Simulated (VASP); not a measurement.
# LaCd15Se16 (a cell with a defect) in VASP: a series of runs

LaCd15Se16 (a cell with a defect) is run at these levels: PBE; tasks: electric field gradients.

All numbers are computed with VASP 6.6.1; they aren't measurements. Logs are shortened: lines on timing, memory, paths and dates and some standing lists are left out, and cuts for length are marked.

## (1) The cell of the first run

The cell holds a defect, 32 atoms: a = 8.600 Å, b = 8.600 Å, c = 14.040 Å, α = 90.00°, β = 90.00°, γ = 120.00°.

## (2) Electric field gradients, PBE

The input, INCAR:

```
SYSTEM = LaCd15Se16
ALGO = Normal ; EDIFF = 1E-8
ENCUT = 520 ; GGA = PE
ISIF = 2 ; ISMEAR = -1
LASPH = .TRUE. ; LCHARG = .FALSE.
LEFG = .TRUE. ; LREAL = Auto
LUSENCCL = .FALSE. ; LWAVE = .FALSE.
NBANDS = 166 ; NELECT = 286.0
NELM = 80 ; PREC = Accurate
SIGMA = 0.01
```

The input, KPOINTS:

```
k-points
0
G
  3 3 2
  0 0 0
```

The input, POSCAR:

```
LaCd15Se16
1.0
    8.6000000000      0.0000000000      0.0000000000
   -4.3000000000      7.4478184726      0.0000000000
    0.0000000000      0.0000000000     14.0400000000
La Cd Se
1 15 16
Direct
    0.1666666666      0.3333333334      0.0000000000
    0.1666666666      0.3333333334      0.5000000000
    0.1666666666      0.8333333334      0.0000000000
    0.1666666666      0.8333333334      0.5000000000
    0.6666666666      0.3333333334      0.0000000000
    0.6666666666      0.3333333334      0.5000000000
    0.6666666666      0.8333333334      0.0000000000
    0.6666666666      0.8333333334      0.5000000000
    0.3333333334      0.1666666666      0.2500000000
    0.3333333334      0.1666666666      0.7500000000
    0.3333333334      0.6666666666      0.2500000000
    0.3333333334      0.6666666666      0.7500000000
    0.8333333334      0.1666666666      0.2500000000
    0.8333333334      0.1666666666      0.7500000000
    0.8333333334      0.6666666666      0.2500000000
    0.8333333334      0.6666666666      0.7500000000
    0.1666666666      0.3333333334      0.1925000000
    0.1666666666      0.3333333334      0.6925000000
    0.1666666666      0.8333333334      0.1925000000
    0.1666666666      0.8333333334      0.6925000000
    0.6666666666      0.3333333334      0.1925000000
    0.6666666666      0.3333333334      0.6925000000
    0.6666666666      0.8333333334      0.1925000000
    0.6666666666      0.8333333334      0.6925000000
    0.3333333334      0.1666666666      0.4425000000
    0.3333333334      0.1666666666      0.9425000000
    0.3333333334      0.6666666666      0.4425000000
    0.3333333334      0.6666666666      0.9425000000
    0.8333333334      0.1666666666      0.4425000000
    0.8333333334      0.1666666666      0.9425000000
    0.8333333334      0.6666666666      0.4425000000
    0.8333333334      0.6666666666      0.9425000000
```

Potentials or basis: VASP PAW PBE potentials, release 64 (La, Cd, Se).

Started as:

```sh
$ cat potpaw_PBE.64/La/POTCAR potpaw_PBE.64/Cd/POTCAR potpaw_PBE.64/Se/POTCAR > POTCAR
$ mpirun -np 1 vasp_std > vasp.out
```

OUTCAR:

```text
SYSTEM = LaCd15Se16
   EDIFF = 1E-8
   ENCUT = 520
   GGA = PE
   ISIF = 2
   ISMEAR = -1
   LASPH = .TRUE.
   LREAL = Auto
   NELECT = 286.0
   NELM = 80
   PREC = Accurate

 ion  position               nearest neighbor table
   1  0.167  0.333  0.000-  30 2.61  28 2.61  26 2.61  17 2.70
   2  0.167  0.333  0.500-  29 2.61  27 2.61  25 2.61  18 2.70
   3  0.167  0.833  0.000-  32 2.61  26 2.61  28 2.61  19 2.70
   4  0.167  0.833  0.500-  31 2.61  25 2.61  27 2.61  20 2.70
   5  0.667  0.333  0.000-  26 2.61  32 2.61  30 2.61  21 2.70
   6  0.667  0.333  0.500-  25 2.61  31 2.61  29 2.61  22 2.70
[... 24 lines left out ...]
  31  0.833  0.667  0.443-   4 2.61   6 2.61   8 2.61  15 2.70
  32  0.833  0.667  0.943-   3 2.61   5 2.61   7 2.61  16 2.70

  LATTYP: Found a hexagonal cell.
 ALAT       =     8.6000000000
 C/A-ratio  =     1.6325581395

  Lattice vectors:

 A1 = (   8.6000000000,   0.0000000000,   0.0000000000)
 A2 = (  -4.3000000000,   7.4478184726,   0.0000000000)
 A3 = (   0.0000000000,   0.0000000000,  14.0400000000)

Analysis of symmetry for initial positions (statically):
=====================================================================
 Subroutine PRICEL returns:
 Original cell was already a primitive cell.

 Routine SETGRP: Setting up the symmetry group for a
 hexagonal supercell.

 Subroutine GETGRP returns: Found  6 space group operations
 (whereof  2 operations were pure point group operations)
 out of a pool of 24 trial point group operations.

The static configuration has the point symmetry C_1h.
 The point group associated with its full space group is C_3v.

Analysis of symmetry for dynamics (positions and initial velocities):
=====================================================================
 Subroutine PRICEL returns:
 Original cell was already a primitive cell.

 Routine SETGRP: Setting up the symmetry group for a
 hexagonal supercell.

 Subroutine GETGRP returns: Found  6 space group operations
 (whereof  2 operations were pure point group operations)
 out of a pool of 24 trial point group operations.

The dynamic configuration has the point symmetry C_1h.
 The point group associated with its full space group is C_3v.

 Subroutine INISYM returns: Found  6 space group operations
 (whereof  2 operations are pure point group operations),
 and found     1 'primitive' translations

----------------------------------------------------------------------------------------

                                     Primitive cell

  volume of cell :     899.2794

  direct lattice vectors                    reciprocal lattice vectors
     8.600000000  0.000000000  0.000000000     0.116279070  0.067133752 -0.000000000
    -4.300000000  7.447818473  0.000000000     0.000000000  0.134267504  0.000000000
     0.000000000  0.000000000 14.040000000     0.000000000 -0.000000000  0.071225071

  length of vectors
     8.600000000  8.600000000 14.040000000     0.134267504  0.134267504  0.071225071

  position of ions in fractional coordinates (direct lattice)
     0.166666667  0.333333333  0.000000000
     0.166666667  0.333333333  0.500000000
     0.166666667  0.833333333  0.000000000
     0.166666667  0.833333333  0.500000000
     0.666666667  0.333333333  0.000000000
     0.666666667  0.333333333  0.500000000
[... 24 lines left out ...]
     0.833333333  0.666666667  0.442500000
     0.833333333  0.666666667  0.942500000

  ion indices of the primitive-cell ions
   primitive index   ion index
                 1           1
                 2           2
                 3           3
                 4           4
                 5           5
                 6           6
[... 24 lines left out ...]
                31          31
                32          32

----------------------------------------------------------------------------------------

 KPOINTS: k-points

Automatic generation of k-mesh.
 Grid dimensions read from file:
 generate k-points for:    3    3    2

[... 49 lines left out ...]
   NFREE  =      0    steps in history (QN), initial steepest desc. (CG)
   ISIF   =      2    stress and relaxation
   ISYM   =      2    0-nonsym 1-usesym 2-fastsym
   POTIM  = 0.5000    time-step for ionic-motion
   TEBEG  =    0.0;   TEEND  =   0.0 temperature during run
   PSTRESS=    0.0 pullay stress
   NELECT =     286.0000    total number of electrons
   NUPDOWN=      -1.0000    fix difference up-down
   EMIN   =  10.00;   EMAX   =-10.00  energy-range for DOS
   EFERMI =   0.00;   METHOD = LEGACY
   ISMEAR =    -1;   SIGMA  =   0.01  broadening in eV -4-tet -1-fermi 0-gaus
   EFERMI_NEDOS =   21; number of points for ismear=-14 and -15
   IALGO  =     38    algorithm
   IMIX   =      4    mixing-type and parameters
     AMIX     =   0.40;   BMIX     =  1.00
     AMIX_MAG =   1.60;   BMIX_MAG =  1.00
  volume/ion in A,a.u.               =      28.10       189.64
  Fermi-wavevector in a.u.,A,eV,Ry     =   1.117460  2.111693 16.989822  1.248717
  Thomas-Fermi vector in A             =   2.254083
   LORBIT       =      0    0 simple, 1 ext, 2 COOP (PROOUT), +10 PAW based schemes
   GGA     = PE    functional components
   LHFCALC =     F    Hartree Fock is set to
   AEXX    =    0.0000 exact exchange contribution
   IVDW    =     0    specifies the selected vdW correction
   LEPSILON=     F    determine dielectric tensor
   LRPA    =     F    only Hartree local field effects (RPA)
 non-spin polarized calculation
  energy-cutoff  :      520.00
  volume of cell :      899.28
 maximum number of plane-waves:     24264
 NGX is ok and might be reduce to    64
   NGX = 31   NGY = 31   NGZ = 53

 number of electron     285.9999984 magnetization

 Free energy of the ion-electron system (eV)
  ---------------------------------------------------
  ext. energy  EPLUGINS =         0.00000000
  ---------------------------------------------------
  free energy    TOTEN  =       -94.66025599 eV

  energy without entropy =      -94.66025599  energy(sigma->0) =      -94.66025599

 E-fermi :   1.5530     XC(G=0):  -8.8859

 val. band max:        1.3066338549   @ k =   0.0000   0.0000   0.0000
 cond. band min:       2.0665887778   @ k =   0.0000   0.0000   0.0000
 fundamental gap:      0.7599549229
 Fermi energy:         1.5530007369

 k-point     1 :       0.0000    0.0000    0.0000
  band No.  band energies     occupation
      1     -30.3153      2.00000
      2     -14.8204      2.00000
      3     -14.8204      2.00000
      4     -14.6195      2.00000
      5     -11.4160      2.00000
      6     -11.1051      2.00000
[... 937 lines left out ...]
    154       4.6404      0.00000
    155       4.6692      0.00000
 [bands above 155 left out]

------------------------ aborting loop because EDIFF is reached ----------------------------------------

  FORCE on cell =-STRESS in cart. coord.  units (eV):
  Direction    XX          YY          ZZ          XY          YZ          ZX
  --------------------------------------------------------------------------------------
  -------------------------------------------------------------------------------------
  Total       26.1853352     26.1853352     10.8018554     -0.0000000      0.0000000     -0.0000000
  in kB       46.6524095     46.6524095     19.2448397     -0.0000000      0.0000000     -0.0000000
  external PRESSURE =      37.5165529 kB  Pullay stress =       0.0000000 kB

 VOLUME and BASIS-vectors are now :
 -----------------------------------------------------------------------------
  energy-cutoff  :      520.00
  volume of cell :      899.28
      direct lattice vectors                 reciprocal lattice vectors
     8.600000000  0.000000000  0.000000000     0.116279070  0.067133752 -0.000000000
    -4.300000000  7.447818473  0.000000000     0.000000000  0.134267504  0.000000000
     0.000000000  0.000000000 14.040000000     0.000000000 -0.000000000  0.071225071

 POSITION                                       TOTAL-FORCE (eV/Angst)
 -----------------------------------------------------------------------------------
     -0.00000      2.48261      0.00000        -0.000000      0.000000      0.780013
     -0.00000      2.48261      7.02000        -0.000000      0.000000      0.144388
     -2.15000      6.20652      0.00000        -0.096564     -0.055751      0.461898
     -2.15000      6.20652      7.02000        -0.015106     -0.008722      0.221668
      4.30000      2.48261      0.00000        -0.000000      0.111502      0.461898
      4.30000      2.48261      7.02000        -0.000000      0.017443      0.221668
[... 24 lines left out ...]
      4.30000      4.96521      6.21270        -0.000000      0.000000     -0.320299
      4.30000      4.96521     13.23270        -0.000000      0.000000     -0.280949
 -----------------------------------------------------------------------------------
    total drift:                               -0.000001     -0.000001      0.082407

  FREE ENERGIE OF THE ION-ELECTRON SYSTEM (eV)
  ---------------------------------------------------
  free  energy   TOTEN  =       -94.6602559906 eV

  energy  without entropy=      -94.6602559906  energy(sigma->0) =      -94.66025599

 Electric field gradients (V/A^2)
---------------------------------------------------------------------
 ion       V_xx      V_yy      V_zz      V_xy      V_xz      V_yz
---------------------------------------------------------------------
   1     -13.509   -13.507    27.016     0.001     0.000    -0.000
   2     -21.986   -21.984    43.970     0.002     0.000    -0.000
   3     -14.334    -3.977    18.311    -8.967    -4.060    -2.344
   4     -19.126   -18.489    37.616    -0.548    -0.459    -0.265
   5       1.200   -19.511    18.311     0.001     0.000     4.688
   6     -18.174   -19.442    37.616     0.002     0.000     0.530
[... 24 lines left out ...]
  31       0.793     0.793    -1.586    -0.000    -0.000     0.000
  32      21.886    21.886   -43.773    -0.000    -0.000     0.000
---------------------------------------------------------------------

 Electric field gradients after diagonalization (V/A^2)
 (convention: |V_zz| > |V_xx| > |V_yy|)
----------------------------------------------------------------------
 ion       V_xx      V_yy      V_zz     asymmetry (V_yy - V_xx)/ V_zz
----------------------------------------------------------------------
   1     -13.509   -13.507    27.016       0.000
   2     -21.987   -21.983    43.970       0.000
   3      18.884     1.200   -20.083       0.881
   4     -19.447   -18.174    37.621       0.034
   5      18.884     1.200   -20.083       0.881
   6     -19.447   -18.174    37.621       0.034
[... 24 lines left out ...]
  31       0.793     0.793    -1.586       0.000
  32      21.887    21.886   -43.773       0.000
----------------------------------------------------------------------

           NMR quadrupolar parameters

 Cq : quadrupolar parameter    Cq=e*Q*V_zz/h
 eta: asymmetry parameters     (V_yy - V_xx)/ V_zz
 Q  : nuclear electric quadrupole moment in mb (millibarn)
----------------------------------------------------------------------
 ion       Cq(MHz)       eta       Q (mb)
----------------------------------------------------------------------
   1       0.065       0.000       1.000
   2       0.106       0.000       1.000
   3      -0.049       0.881       1.000
   4       0.091       0.034       1.000
   5      -0.049       0.881       1.000
   6       0.091       0.034       1.000
[... 24 lines left out ...]
  31      -0.004       0.000       1.000
  32      -0.106       0.000       1.000
----------------------------------------------------------------------
```

Wall time 2.3 min (1 × NVIDIA H100 80GB with 1 thread of AMD EPYC 7R13 (Zen 3), shared host); peak memory 2 GiB.

Results:

| Item | Value |
| --- | --- |
| Free energy | -94.6603 eV |
| Largest force | 2.418 eV/Å |
| Largest electric field gradient by atom | La +27.0; Cd +44.0, -20.1, +37.6, +21.5, +57.6, +25.6, +41.0 (each value once); Se -160.1, -5.8, +11.1, -15.8, +5.6, -157.8, -1.6, -43.8 (each value once) V/Å² |

Forces in eV/Å, atoms in the order of the input:
```
La   0.000  0.000  0.780
Cd   0.000  0.000  0.144
Cd  -0.097 -0.056  0.462
Cd  -0.015 -0.009  0.222
Cd   0.000  0.112  0.462
Cd   0.000  0.017  0.222
Cd   0.097 -0.056  0.462
Cd   0.015 -0.009  0.222
Cd   0.174 -0.100  0.533
Cd   0.092 -0.053 -0.064
Cd   0.000  0.201  0.533
Cd   0.000  0.106 -0.064
Cd  -0.174 -0.100  0.533
Cd  -0.092 -0.053 -0.064
Cd   0.000  0.000  0.416
Cd   0.000  0.000  0.133
Se   0.000  0.000  1.230
Se   0.000  0.000 -0.025
Se   0.006  0.004 -0.451
Se   0.019  0.011 -0.148
Se   0.000 -0.007 -0.451
Se   0.000 -0.022 -0.148
Se  -0.006  0.004 -0.451
Se  -0.019  0.011 -0.148
Se  -0.024  0.014 -0.344
Se   1.943 -1.122 -0.901
Se   0.000 -0.027 -0.344
Se   0.000  2.244 -0.901
Se   0.024  0.014 -0.344
Se  -1.943 -1.122 -0.901
Se   0.000  0.000 -0.320
Se   0.000  0.000 -0.281
```

Levels at points of the mesh, in eV from the Fermi level:
```csv
k point,band 140,band 141,band 142,band 143,band 144,band 145,band 146,band 147
"(0.00, 0.00, 0.00)",-0.62,-0.45,-0.25,-0.25,0.51,1.84,2.01,2.06
"(0.00, 0.00, 0.50)",-0.57,-0.57,-0.26,-0.26,1.36,1.44,1.88,2.05
```

Electric field gradients, principal values (V/Å²):
```
 atom    least   middle  greatest (by size)
 1 La  -13.507  -13.509              27.016
 2 Cd  -21.983  -21.987              43.970
 3 Cd    1.200   18.884             -20.083
 4 Cd  -18.174  -19.447              37.621
 5 Cd    1.200   18.884             -20.083
 6 Cd  -18.174  -19.447              37.621
 7 Cd    1.202   18.884             -20.086
 8 Cd  -18.171  -19.450              37.621
 9 Cd   -2.217  -19.300              21.517
10 Cd  -28.339  -29.259              57.599
11 Cd   -2.214  -19.303              21.517
12 Cd  -28.336  -29.262              57.599
13 Cd   -2.214  -19.303              21.517
14 Cd  -28.336  -29.262              57.599
15 Cd  -12.779  -12.783              25.562
16 Cd  -20.494  -20.497              40.991
17 Se   80.047   80.048            -160.095
18 Se    2.925    2.925              -5.850
19 Se   -1.633   -9.425              11.059
20 Se    2.824   12.997             -15.822
21 Se   -1.633   -9.425              11.059
22 Se    2.824   12.997             -15.822
23 Se   -1.633   -9.425              11.058
24 Se    2.825   12.996             -15.822
25 Se   -1.379   -4.226               5.605
26 Se   62.610   95.191            -157.800
27 Se   -1.380   -4.225               5.605
28 Se   62.609   95.191            -157.801
29 Se   -1.380   -4.225               5.605
30 Se   62.609   95.191            -157.801
31 Se    0.793    0.793              -1.586
32 Se   21.886   21.887             -43.773
```

Caveat: the cell carries a net charge on a neutralising background, which shifts energy and pressure; the cell is charged against a uniform background, so pressure and absolute levels hang on convention; without QUAD_EFG the Cq values of the log hold for a quadrupole moment of 1 mb, not for the nuclei; spin-orbit coupling is left out, which moves the levels of the heavy elements.

(Continued in part 2 of 2.)
